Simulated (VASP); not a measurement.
Input of a VASP 6.6.1 run:

INCAR

```
PREC = Accurate ; ENCUT = 520
EDIFF = 1E-6 ; ISMEAR = 0
SIGMA = 0.05 ; LREAL = F
LASPH = T ; NELM = 80
ALGO = Normal ; ISIF = 2
LWAVE = F ; LCHARG = F
GGA = PE ; NBANDS = 28
```

The input KPOINTS:

```
Automatic mesh
0
Gamma
  8 8 8
```

File POSCAR:

```
SrTiO3
1.0
    3.8905502681      0.0000000000      0.0000000000
    0.0000000000      3.8905502681      0.0000000000
    0.0000000000      0.0000000000      4.0281277780
Sr Ti O
1 1 3
Direct
    0.0027341017      0.0000000000      0.0000000000
    0.5129076915      0.5000000000      0.5000000000
   -0.0195101656      0.5000000000      0.5000000000
    0.4829592060      0.0000000000      0.5000000000
    0.4829592060      0.5000000000      0.0000000000
```

Potentials or basis: VASP PAW PBE potentials, release 64 (Sr_sv, Ti_sv, O).

Launch:

```bash
$ cat potpaw_PBE.64/Sr_sv/POTCAR potpaw_PBE.64/Ti_sv/POTCAR potpaw_PBE.64/O/POTCAR > POTCAR
$ mpirun -np 1 vasp_std > vasp.out
```

Predict the largest force.

0.473 eV/Å.

Estimate the pressure.

2.2 GPa.

Predict the band gap on the k mesh.

1.87 eV (least direct gap 2.36 eV).

Stress tensor (GPa, compression positive):
```
 6.59  0.00  0.00
 0.00  3.53  0.00
 0.00  0.00 -3.55
```

Caveat: the cell differs from its parent crystal (atoms displaced along a vibrational mode, the cell strained). A k mesh can miss the band edges.
